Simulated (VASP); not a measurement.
Runs of VASP 6.6.1 on S. The structure is that of space group R-3m (No. 166), or close to it. The cells are those of the table. 

```csv
cell,gap on the mesh (eV),pressure (GPa)
"a = 2.068 Å, angles 103.2°, 1 atom",none,214.4
"a = 2.104 Å, angles 105.7°, 1 atom",none,(b)
"a = 2.091 Å, angles 104.9°, 1 atom",none,211.8
"a = 2.118 Å, angles 106.5°, 1 atom",none,209.1
"a = 2.079 Å, angles 104.0°, 1 atom",none,213.4
"a = 2.050 Å, angles 101.5°, 1 atom",none,(a)
"a = 2.058 Å, angles 102.3°, 1 atom",none,213.6
```

Alike in all rows: task single point; level PBE; potentials or basis VASP PAW PBE potentials, release 64 (S); no spin polarisation; k mesh 16 × 16 × 16; cutoff (eV) 500; smearing fermi-dirac 0.15 eV.

Task: Estimate the missing entries.

Result: (a) 212.5; (b) 210.4.

Caveats: the cell stands under pressure.

A gap of «none» marks levels without a gap at the run's occupations.
